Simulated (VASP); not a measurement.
A run of VASP 6.6.1 is set up as follows.

Contents of INCAR:

```
SYSTEM = Mg
PREC = Accurate
ENCUT = 520
EDIFF = 1E-6
ISMEAR = 0
SIGMA = 0.15
LREAL = .False.
LASPH = .True.
NELM = 100
ALGO = Normal
ISIF = 2
LWAVE = .False.
LCHARG = .False.
GGA = CA
NBANDS = 9
```

The input KPOINTS:

```
regular mesh
0
Gamma
  18 18 10
  0 0 0
```

POSCAR

```
Mg
1.0
    2.9525298099      0.0000000000      0.0000000000
   -1.4762649049      2.5569658208      0.0000000000
    0.0000000000      0.0000000000      5.2103300000
Mg
2
Direct
    0.3333333333      0.6666666667      0.2500000000
    0.6666666667      0.3333333333      0.7500000000
```

Potentials or basis: VASP PAW LDA potentials, release 64 (Mg).

Launch:

```sh
$ cat potpaw_LDA.64/Mg/POTCAR > POTCAR
$ mpirun -np 1 vasp_std > vasp.out
```

Task: Predict the pressure.

Result: 4.7 GPa.

Task: What does it give for the band gap on the k mesh?

Result: Zero (band 2 reaches 4.27 eV, above the bottom of band 3 at 1.26 eV).

Stress tensor (GPa, compression positive):
```
6.86 0.00 0.00
0.00 6.86 0.00
0.00 0.00 0.36
```

Caveat: the cell differs from its parent crystal (strain -0.080 along x and y, +0.000 along z).
